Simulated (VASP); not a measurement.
# Gd (P6_3/mmc) in VASP: a series of runs

The runs below take Gd through single point, with PBE.

Program: VASP 6.6.1. These are calculated values, not measurements. Logs are shortened: lines on timing, memory, paths and dates and some standing lists are left out, and cuts for length are marked.

## (1) The cell of the first run

It takes space group P6_3/mmc (No. 194, hexagonal). Conventional cell: a = 3.636 Å, b = 3.636 Å, c = 5.783 Å, α = 90.00°, β = 90.00°, γ = 120.00°. Within 4.7 Å of Gd (site symmetry -6m2) lie 12 Gd at 3.57 to 3.64 Å.

## (2) Single point, PBE, collinear spin, ferromagnetic start

File INCAR:

```
SYSTEM = Gd
PREC     = Accurate       ! precision mode
ENCUT    = 520            ! plane-wave cutoff, eV
EDIFF    = 1E-6           ! SCF threshold, eV
ISMEAR   = 0              ! smearing method
SIGMA    = 0.023          ! smearing width, eV
LREAL    = .FALSE.        ! projectors in reciprocal space
LASPH    = .TRUE.         ! aspherical terms in the spheres
NELM     = 150            ! most SCF steps
ALGO     = Normal         ! electronic algorithm
ISIF     = 2              ! what is computed and relaxed
LWAVE    = .FALSE.        ! write WAVECAR
LCHARG   = .FALSE.        ! write CHGCAR
ISPIN    = 2              ! spin polarisation
MAGMOM   = 7 7            ! initial moments
LORBIT   = 11             ! projections on sites
LMAXMIX  = 6              ! l up to which the mixer works
GGA      = PE             ! functional
NBANDS   = 29             ! bands
```

File KPOINTS:

```
regular mesh
0
G
  8 8 5
  0 0 0
```

File POSCAR:

```
Gd
1.0
    3.6360000000      0.0000000000      0.0000000000
   -1.8180000000      3.1488683682      0.0000000000
    0.0000000000      0.0000000000      5.7826000000
Gd
2
Direct
    0.6666666667      0.3333333333      0.7500000000
    0.3333333333      0.6666666667      0.2500000000
```

Potentials or basis: VASP PAW PBE potentials, release 64 (Gd).

Started as:

```console
> cat potpaw_PBE.64/Gd/POTCAR > POTCAR
> mpirun -np 1 vasp_std > vasp.out
```

OUTCAR:

```text
SYSTEM = Gd
   PREC = Accurate
   ENCUT = 520
   EDIFF = 1E-6
   ISMEAR = 0
   LREAL = .FALSE.
   LASPH = .TRUE.
   NELM = 150
   ISIF = 2
   ISPIN = 2
   LORBIT = 11
   GGA = PE

 ion  position               nearest neighbor table
   1  0.667  0.333  0.750-
   2  0.333  0.667  0.250-

  LATTYP: Found a hexagonal cell.
 ALAT       =     3.6360000000
 C/A-ratio  =     1.5903740374

  Lattice vectors:

 A1 = (   3.6360000000,   0.0000000000,   0.0000000000)
 A2 = (  -1.8180000000,   3.1488683682,   0.0000000000)
 A3 = (   0.0000000000,   0.0000000000,   5.7826000000)

Analysis of symmetry for initial positions (statically):
=====================================================================
 Subroutine PRICEL returns:
 Original cell was already a primitive cell.

 Routine SETGRP: Setting up the symmetry group for a
 hexagonal supercell.

 Subroutine GETGRP returns: Found 24 space group operations
 (whereof 12 operations were pure point group operations)
 out of a pool of 24 trial point group operations.

The static configuration has the point symmetry D_3d.
 The point group associated with its full space group is D_6h.

Analysis of symmetry for dynamics (positions and initial velocities):
=====================================================================
 Subroutine PRICEL returns:
 Original cell was already a primitive cell.

 Routine SETGRP: Setting up the symmetry group for a
 hexagonal supercell.

 Subroutine GETGRP returns: Found 24 space group operations
 (whereof 12 operations were pure point group operations)
 out of a pool of 24 trial point group operations.

The dynamic configuration has the point symmetry D_3d.
 The point group associated with its full space group is D_6h.

Analysis of structural, dynamic, and magnetic symmetry:
=====================================================================
 Subroutine PRICEL returns:
 Original cell was already a primitive cell.

 Routine SETGRP: Setting up the symmetry group for a
 hexagonal supercell.

 Subroutine GETGRP returns: Found 24 space group operations
 (whereof 12 operations were pure point group operations)
[... 112 lines left out ...]
   TEBEG  =    0.0;   TEEND  =   0.0 temperature during run
   PSTRESS=    0.0 pullay stress
   NELECT =      36.0000    total number of electrons
   NUPDOWN=      -1.0000    fix difference up-down
   EMIN   =  10.00;   EMAX   =-10.00  energy-range for DOS
   EFERMI =   0.00;   METHOD = LEGACY
   ISMEAR =     0;   SIGMA  =   0.02  broadening in eV -4-tet -1-fermi 0-gaus
   EFERMI_NEDOS =   21; number of points for ismear=-14 and -15
   IALGO  =     38    algorithm
   IMIX   =      4    mixing-type and parameters
     AMIX     =   0.40;   BMIX     =  1.00
     AMIX_MAG =   1.60;   BMIX_MAG =  1.00
  volume/ion in A,a.u.               =      33.10       223.39
  Fermi-wavevector in a.u.,A,eV,Ry     =   1.336211  2.525073 24.292668  1.785461
  Thomas-Fermi vector in A             =   2.464856
   LORBIT       =     11    0 simple, 1 ext, 2 COOP (PROOUT), +10 PAW based schemes
   GGA     = PE    functional components
   LHFCALC =     F    Hartree Fock is set to
   AEXX    =    0.0000 exact exchange contribution
   IVDW    =     0    specifies the selected vdW correction
   LEPSILON=     F    determine dielectric tensor
   LRPA    =     F    only Hartree local field effects (RPA)
 spin polarized calculation
 Gauss-broadening in eV      SIGMA  =   0.02
  energy-cutoff  :      520.00
  volume of cell :       66.21
 maximum number of plane-waves:      1796
 NGX is ok and might be reduce to    28
   NGX = 13   NGY = 13   NGZ = 21

 number of electron      36.0000005 magnetization      15.1951099

 Free energy of the ion-electron system (eV)
  ---------------------------------------------------
  ext. energy  EPLUGINS =         0.00000000
  ---------------------------------------------------
  free energy    TOTEN  =       -23.41164554 eV

  energy without entropy =      -23.41111636  energy(sigma->0) =      -23.41138095

 E-fermi :   2.9731     XC(G=0):  -9.9733

 val. band max:        2.9550035520   @ k =   0.2500   0.2500   0.0000
 cond. band min:       2.9737633401   @ k =   0.2500   0.0000   0.2000
 fundamental gap:      0.0187597880
 Fermi energy:         2.9730687339

 spin component 1

 k-point     1 :       0.0000    0.0000    0.0000
  band No.  band energies     occupation
      1     -42.3589      1.00000
      2     -42.2899      1.00000
      3     -20.1004      1.00000
      4     -19.4844      1.00000
      5     -19.4844      1.00000
      6     -19.3784      1.00000
[... 757 lines left out ...]
     28       4.2256      0.00000
     29       5.0411      0.00000

 [... further k-points ...]

 spin component 2

 k-point     1 :       0.0000    0.0000    0.0000
  band No.  band energies     occupation
      1     -39.1239      1.00000
      2     -39.0370      1.00000
      3     -17.8644      1.00000
      4     -17.1172      1.00000
      5     -17.1172      1.00000
      6     -16.9926      1.00000
[... 757 lines left out ...]
     28       5.4002      0.00000
     29       6.1618      0.00000

 [... further k-points ...]
[... 5 lines left out ...]
  --------------------------------------------------------------------------------------
  -------------------------------------------------------------------------------------
  Total        0.1419269      0.1419269      0.2919310     -0.0000000     -0.0000000     -0.0000000
  in kB        3.4345803      3.4345803      7.0646269     -0.0000000     -0.0000000     -0.0000000
  external PRESSURE =       4.6445958 kB  Pullay stress =       0.0000000 kB

 VOLUME and BASIS-vectors are now :
 -----------------------------------------------------------------------------
  energy-cutoff  :      520.00
  volume of cell :       66.21
      direct lattice vectors                 reciprocal lattice vectors
     3.636000000  0.000000000  0.000000000     0.275027503  0.158787203  0.000000000
    -1.818000000  3.148868368  0.000000000     0.000000000  0.317574405  0.000000000
     0.000000000  0.000000000  5.782600000     0.000000000  0.000000000  0.172932591

 POSITION                                       TOTAL-FORCE (eV/Angst)
 -----------------------------------------------------------------------------------
      1.81800      1.04962      4.33695        -0.000000      0.000000      0.000000
     -0.00000      2.09925      1.44565         0.000000      0.000000      0.000000
 -----------------------------------------------------------------------------------
    total drift:                                0.000000     -0.000000      0.000000

  FREE ENERGIE OF THE ION-ELECTRON SYSTEM (eV)
  ---------------------------------------------------
  free  energy   TOTEN  =       -23.4116455380 eV

  energy  without entropy=      -23.4111163566  energy(sigma->0) =      -23.41138095

 total charge

# of ion       s       p       d       f       tot
--------------------------------------------------
    1        2.074   5.569   0.569   6.978  15.190
    2        2.074   5.569   0.569   6.978  15.190
--------------------------------------------------
tot          4.148  11.137   1.139  13.955  30.380

 magnetization (x)

# of ion       s       p       d       f       tot
--------------------------------------------------
    1        0.004  -0.053   0.207   6.826   6.984
    2        0.004  -0.053   0.207   6.826   6.984
--------------------------------------------------
tot          0.007  -0.106   0.414  13.652  13.968
```

OSZICAR:

```text
N       E                     dE             d eps       ncg     rms          rms(c)
DAV:   1     0.258011636969E+03    0.25801E+03   -0.12220E+04  4797   0.611E+03
DAV:   2     0.422342270981E+02   -0.21578E+03   -0.19357E+03  4833   0.425E+02
DAV:   3    -0.955103644187E+01   -0.51785E+02   -0.48515E+02  5744   0.182E+02
[... 27 lines left out ...]
DAV:  31    -0.234116511479E+02    0.89042E-05   -0.43029E-05  6560   0.837E-02    0.360E-01
DAV:  32    -0.234116444001E+02    0.67478E-05   -0.53272E-05  5185   0.171E-01    0.244E-01
DAV:  33    -0.234116459397E+02   -0.15396E-05   -0.60426E-05  5591   0.144E-01    0.235E-01
DAV:  34    -0.234116462076E+02   -0.26789E-06   -0.18733E-05  5419   0.445E-02    0.141E-01
DAV:  35    -0.234116455380E+02    0.66957E-06   -0.73979E-07  2100   0.307E-02
   1 F= -.23411646E+02 E0= -.23411381E+02  d E =-.529181E-03  mag=    15.1955
```

stdout:

```text
POSCAR found type information on POSCAR Gd
 POSCAR found :  1 types and       2 ions
 scaLAPACK will be used
 LDA part: xc-table for (Slater+PW92), standard interpolation
 POSCAR, INCAR and KPOINTS ok, starting setup
 FFT: planning ... GRIDC
 FFT: planning ... GRID_SOFT
 FFT: planning ... GRID
 WAVECAR not read
 entering main loop
```

It took 12 min on 1 thread of Intel Xeon 8259CL, shared host; peak memory 0.28 GiB.

Results:

| Item | Value |
| --- | --- |
| Free energy | -23.4116 eV |
| Pressure | 0.5 GPa |
| Net moment | 15.20 μB per cell |
| Site moments | Gd +6.98 μB |
| Valence electrons inside the program's atomic spheres | Gd 15.19 |

Caveat: spin-orbit coupling is left out, which moves the levels of the heavy elements; semilocal functionals describe open f shells poorly, which spoils levels, moments and volumes. The state reached can hang on the start; a lower one may exist.

## (3) Single point, PBE, collinear spin, ferromagnetic start

File INCAR:

```
SYSTEM = Gd
PREC = Accurate
ENCUT = 520
EDIFF = 1E-6
ISMEAR = 0
SIGMA = 0.025
LREAL = .FALSE.
LASPH = .TRUE.
NELM = 150
ALGO = Normal
ISIF = 2
LWAVE = .FALSE.
LCHARG = .FALSE.
ISPIN = 2
MAGMOM = 7 7
LORBIT = 11
LMAXMIX = 6
GGA = PE
NBANDS = 29
```

KPOINTS is that of step 2.

POSCAR is that of step 2.

Potentials or basis: VASP PAW PBE potentials, release 64 (Gd).

Started as:

```console
> cat potpaw_PBE.64/Gd/POTCAR > POTCAR
> mpirun -np 1 vasp_std > vasp.out
```

Run time: 12 min. Hardware: 1 thread of Intel Xeon 8259CL, shared host; peak memory 0.28 GiB.

Results (log left out):

```yaml
Free_energy: -23.4117 eV
Pressure: 0.3 GPa
Net_moment: 15.19 μB per cell
Site_moments: Gd +6.98 μB
Valence_electrons_inside_the_program's_atomic_spheres: Gd 15.19
```

Stress tensor (GPa, compression positive):
```
0.17 0.00 0.00
0.00 0.17 0.00
0.00 0.00 0.54
```

Levels at points of the mesh, in eV from the Fermi level:
Spin up:
```csv
k point,band 22,band 23,band 24,band 25,band 26,band 27,band 28,band 29
"(0.00, 0.00, 0.00)",-4.81,-4.81,-2.49,1.04,1.33,1.33,1.49,1.95
"(0.50, 0.00, 0.00)",-4.82,-2.17,-1.74,-1.29,-0.11,1.06,1.09,1.78
```
Spin down:
| k point | band 6 | band 7 | band 8 | band 9 | band 10 | band 11 | band 12 | band 13 | band 14 | band 15 |
| --- | --- | --- | --- | --- | --- | --- | --- | --- | --- | --- |
| (0.00, 0.00, 0.00) | -19.96 | -19.96 | -19.95 | -4.20 | -1.46 | 0.31 | 0.34 | 0.40 | 0.45 | 0.45 |
| (0.50, 0.00, 0.00) | -20.27 | -20.17 | -20.06 | -1.08 | -0.93 | -0.61 | 0.35 | 0.40 | 0.47 | 0.47 |

Caveat: spin-orbit coupling is left out, which moves the levels of the heavy elements; semilocal functionals describe open f shells poorly, which spoils levels, moments and volumes. The state reached can hang on the start; a lower one may exist.

## (4) Single point, PBE, collinear spin, ferromagnetic start

File INCAR:

```
PREC = Accurate ; ENCUT = 520
EDIFF = 1E-6 ; ISMEAR = 0
SIGMA = 0.026000000000000002 ; LREAL = False
LASPH = True ; NELM = 150
ALGO = Normal ; ISIF = 2
LWAVE = False ; LCHARG = False
ISPIN = 2 ; MAGMOM = 7 7
LORBIT = 11 ; LMAXMIX = 6
GGA = PE ; NBANDS = 29
```

File KPOINTS:

```
regular mesh
0
Gamma
  8 8 5
```

POSCAR is that of step 3.

Started as:

```console
> cat potpaw_PBE.64/Gd/POTCAR > POTCAR
> mpirun -np 1 vasp_std > vasp.out
```

Run time: 13 min. Hardware: 1 thread of Intel Xeon 8259CL, shared host; peak memory 0.28 GiB.

The run converged. Its results:

* Free energy: -23.4117 eV
* Pressure: 0.4 GPa
* Net moment: 15.20 μB per cell
* Site moments: Gd +6.98 μB
* Valence electrons inside the program's atomic spheres: Gd 15.19

Stress tensor (GPa, compression positive):
```
0.24 0.00 0.00
0.00 0.24 0.00
0.00 0.00 0.61
```

Levels at points of the mesh, in eV from the Fermi level:
Spin up:
| k point | band 22 | band 23 | band 24 | band 25 | band 26 | band 27 | band 28 | band 29 |
| --- | --- | --- | --- | --- | --- | --- | --- | --- |
| (0.00, 0.00, 0.00) | -4.81 | -4.81 | -2.49 | 1.04 | 1.33 | 1.33 | 1.49 | 1.95 |
| (0.50, 0.00, 0.00) | -4.82 | -2.17 | -1.74 | -1.29 | -0.11 | 1.06 | 1.09 | 1.78 |
Spin down:
| k point | band 6 | band 7 | band 8 | band 9 | band 10 | band 11 | band 12 | band 13 | band 14 | band 15 |
| --- | --- | --- | --- | --- | --- | --- | --- | --- | --- | --- |
| (0.00, 0.00, 0.00) | -19.96 | -19.96 | -19.95 | -4.20 | -1.46 | 0.31 | 0.34 | 0.40 | 0.45 | 0.45 |
| (0.50, 0.00, 0.00) | -20.27 | -20.17 | -20.06 | -1.08 | -0.93 | -0.61 | 0.35 | 0.40 | 0.47 | 0.47 |

Caveat: spin-orbit coupling is left out, which moves the levels of the heavy elements; semilocal functionals describe open f shells poorly, which spoils levels, moments and volumes.

## (5) The runs side by side

```tsv
smearing	gap on the mesh (eV)	pressure (GPa)	moment (μB)
gaussian 0.023 eV	none	0.5	15.20
gaussian 0.025 eV	none	0.3	15.19
gaussian 0.026 eV	none	0.4	15.20
```

Alike in all rows: task single point; level PBE; potentials or basis VASP PAW PBE potentials, release 64 (Gd); spin collinear, ferromagnetic start; cell as given; k mesh 8 × 8 × 5; cutoff (eV) 520.

Caveats: spin-orbit coupling is left out, which moves the levels of the heavy elements; semilocal functionals describe open f shells poorly, which spoils levels, moments and volumes.

Absolute energies hang on the potentials; compare differences alone.
